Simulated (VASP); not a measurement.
Wanted: the native input for a VASP 6.6.1 run.

```yaml
Task: single point
Functional: LDA
Potentials_or_basis: VASP PAW LDA potentials, release 64 (Cs_sv, V_sv, Br)
Cutoff: 520 eV
k_mesh: 3 × 3 × 3
Occupations: gaussian, width 0.05 eV
Spin: collinear spin, antiferromagnetic start
Starting_moments: "[0.0, 0.0, 3.0, -3.0, 0.0, 0.0, 0.0, 0.0, 0.0, 0.0] μB"
Hubbard_terms: V d U = 4.0 eV
Dipole_correction: no
Further_INCAR_settings: ALGO = Normal; EDIFF = 1e-06; NBANDS = 58
```

The structure of CsVBr3 lies in POSCAR:

```
CsVBr3
1.0
    7.5699989100      0.0000000000      0.0000000000
   -3.7849994500      6.5558113600      0.0000000000
    0.0000000000      0.0000000000      6.3199999200
Cs V Br
2 2 6
Direct
    0.3333333333      0.6666666667      0.7500000000
    0.6666666667      0.3333333333      0.2500000000
    0.0000000000      0.0000000000      0.0000000000
    0.0000000000      0.0000000000      0.5000000000
    0.1600000000      0.3200000000      0.2500000000
    0.8400000000      0.1600000000      0.7500000000
    0.6800000000      0.8400000000      0.2500000000
    0.8400000000      0.6800000000      0.7500000000
    0.1600000000      0.8400000000      0.2500000000
    0.3200000000      0.1600000000      0.7500000000
```

The input as run:

INCAR

```
PREC = Accurate ; ENCUT = 520
EDIFF = 1E-6 ; ISMEAR = 0
SIGMA = 0.05 ; LREAL = F
LASPH = T ; NELM = 150
ALGO = Normal ; ISIF = 2
LWAVE = F ; LCHARG = F
ISPIN = 2 ; MAGMOM = 0 0 3 -3 0 0 0 0 0 0
LORBIT = 11 ; LMAXMIX = 4
LDAU = T ; LDAUTYPE = 2
LDAUL = -1 2 -1 ; LDAUU = 0 4 0
LDAUJ = 0 0 0 ; LDAUPRINT = 1
GGA = CA ; NBANDS = 58
```

KPOINTS

```
regular mesh
0
Gamma
  3 3 3
```

Potentials or basis: VASP PAW LDA potentials, release 64 (Cs_sv, V_sv, Br).

Command:

```sh
$ cat potpaw_LDA.64/Cs_sv/POTCAR potpaw_LDA.64/V_sv/POTCAR potpaw_LDA.64/Br/POTCAR > POTCAR
$ mpirun -np 1 vasp_std > vasp.out
```

Results of the run:

| Item | Value |
| --- | --- |
| Pressure | -1.1 GPa |
| Largest force | 0.062 eV/Å |
| Band gap on the k mesh | 3.34 eV, indirect (least direct gap 3.38 eV) |
| Net moment | 0.00 μB per cell |
| Site moments | Cs +0.00; V +2.65, -2.65; Br +0.00 μB |
| Valence electrons inside the program's atomic spheres | Cs 6.53; V 11.35; Br 4.90 |

Caveat: spin-orbit coupling is left out, which moves the levels of the heavy elements.

It took 3.1 min on 1 thread of Intel(R) Xeon(R) Platinum 8559C (Emerald Rapids), with other jobs on the host, peak memory 0.42 GiB.
